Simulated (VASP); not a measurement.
# AlNi: single point with PBEsol-based screened hybrid with 25 % exact exchange

AlNi:

```xyz
2
Lattice="2.8462 0.0000 0.0000 0.0000 2.8462 0.0000 0.0000 0.0000 2.8462" Properties=species:S:1:pos:R:3 pbc="T T T"
Ni    1.4231    1.4231    1.4231
Al    0.0000    0.0000    0.0000
```

```json
{"Program": "VASP 6.6.1", "Task": "single point", "Functional": "PBEsol-based screened hybrid with 25 % exact exchange", "Potentials or basis": "VASP PAW PBE potentials, release 64 (Ni, Al)", "Cutoff": "520 eV", "k mesh": "5 × 5 × 5", "Occupations": "fermi-dirac, width 0.05 eV", "Spin": "collinear spin, ferromagnetic start", "Starting moments": "[1.0, 0.0] μB"}
```

```json
{
  "Pressure": "0.3 GPa",
  "Net moment": "0.44 μB per cell",
  "Site moments": "Ni +0.39; Al +0.02 μB",
  "Valence electrons inside the program's atomic spheres": "Ni 9.62; Al 0.88"
}
```

Levels at points of the mesh, in eV from the Fermi level:
Spin up:
```tsv
k point	band 3	band 4	band 5	band 6	band 7	band 8	band 9	band 10
(0.00, 0.00, 0.00)	-4.96	-2.84	-2.84	-2.84	6.53	6.53	6.53	9.13
```
Spin down:
```
           k point  band 3  band 4  band 5  band 6  band 7  band 8  band 9  band 10
(0.00, 0.00, 0.00)   -3.93   -2.40   -2.40   -2.40    6.62    6.62    6.62     9.58
```

Wall time 24 min on 1 thread of Intel Xeon 8259CL, on a shared host, peak memory 0.26 GiB.

Caveat: the k points lie up to 0.44 Å⁻¹ apart; the PAW data sets were made with another functional, which shifts forces and pressure a little.
